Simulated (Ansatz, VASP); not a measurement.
**Two plane-wave programs on Mg3O2**

```
CELL_PARAMETERS angstrom
-2.01491 2.36552 4.06010
2.01491 -2.36552 4.06010
2.01491 2.36552 -4.06010
ATOMIC_POSITIONS crystal
Mg 0.24483 0.74483 0.50000
Mg 0.75517 0.25517 0.50000
Mg 0.00000 0.50000 0.50000
O 0.50000 0.50000 0.00000
O 0.50000 0.00000 0.50000
```

Alike in both runs: task relaxation of cell and atoms; functional PBE; k mesh 5 × 5 × 5; occupations gaussian, width 0.2 eV; no spin polarisation.

|  | VASP | Ansatz |
| --- | --- | --- |
| version | VASP 6.6.1 | Ansatz 0.2.0 |
| potentials or method | VASP PAW PBE potentials, release 64 (Mg, O), cutoff 600 eV | scalar-relativistic, plane waves, PAW |
| valence electrons in the cell | 18 | 42 |

|  | VASP | Ansatz | Ansatz less VASP |
| --- | --- | --- | --- |
| gap on the k mesh at the Fermi level, each at its own relaxed structure (eV) | none | none | - |
| relaxed volume (Å³/atom) | 18.96 | 19.91 | +0.947 |
| relaxed cell length with the largest relative difference (Å) | 6.145 | 6.307 | +0.1617 |

A gap of «none» marks a metal or a gap that the smearing closes. VASP's potentials hold 18 valence electrons a cell and Ansatz's 42, so a difference there can come from the potentials and not from the codes.

The k mesh is coarse, so the values compare programs but aren't converged. Noted on VASP's run: the volume moved by over 15 % at a fixed basis, so the end points are rough.
